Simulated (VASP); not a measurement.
A run of VASP 6.6.1:

Contents of POSCAR:

```
Sn2TeSe
1.0
    2.1690524113      1.2523029935      7.0522356966
   -2.1690524113      1.2523029935      7.0522356966
    0.0000000000     -2.5046059872      7.0522356966
Se Te Sn
1 1 2
Direct
    1.0000000000      0.0000000000      0.0000000000
    0.5000000000      0.5000000000      0.5000000000
    0.2555289085      0.2555289085      0.2555289085
    0.7444710915      0.7444710915      0.7444710915
```

Contents of INCAR.step1:

```
SYSTEM = Sn2TeSe
ALGO = Normal
EDIFF = 1E-4
ENCUT = 520
GGA = PE
ISMEAR = -1
LASPH = .True.
LCHARG = .False.
LREAL = .False.
LWAVE = .True.
NBANDS = 28
NELM = 80
PREC = Accurate
SIGMA = 0.02
```

The input INCAR.step2:

```
SYSTEM = Sn2TeSe
ALGO = Normal
EDIFF = 1E-6
ENCUT = 520
ISIF = 2
ISMEAR = -1
ISTART = 1
LASPH = .True.
LCHARG = .True.
LELF = .True.
LMIXTAU = .True.
LREAL = .False.
LVHAR = .True.
LWAVE = .False.
METAGGA = R2SCAN
NBANDS = 28
NELM = 80
PREC = Accurate
SIGMA = 0.02
```

KPOINTS

```
k-points
0
Gamma
  6 6 6
  0 0 0
```

Potentials or basis: VASP PAW PBE potentials, release 64 (Se, Te, Sn_d).

Launch:

```sh
$ cat potpaw_PBE.64/Se/POTCAR potpaw_PBE.64/Te/POTCAR potpaw_PBE.64/Sn_d/POTCAR > POTCAR
$ cp INCAR.step1 INCAR
$ mpirun -np 1 vasp_std > vasp.out
$ cp INCAR.step2 INCAR
$ mpirun -np 1 vasp_std > vasp.out
```

Hardware: 1 thread of Intel(R) Xeon(R) 6975P-C (Granite Rapids), with other jobs on the host.

Q: Estimate the wall time of this run.

A: Run time: 8.3 min on 1 thread of Intel(R) Xeon(R) 6975P-C (Granite Rapids), on a shared host, peak memory 0.51 GiB. Counts: k points 32.
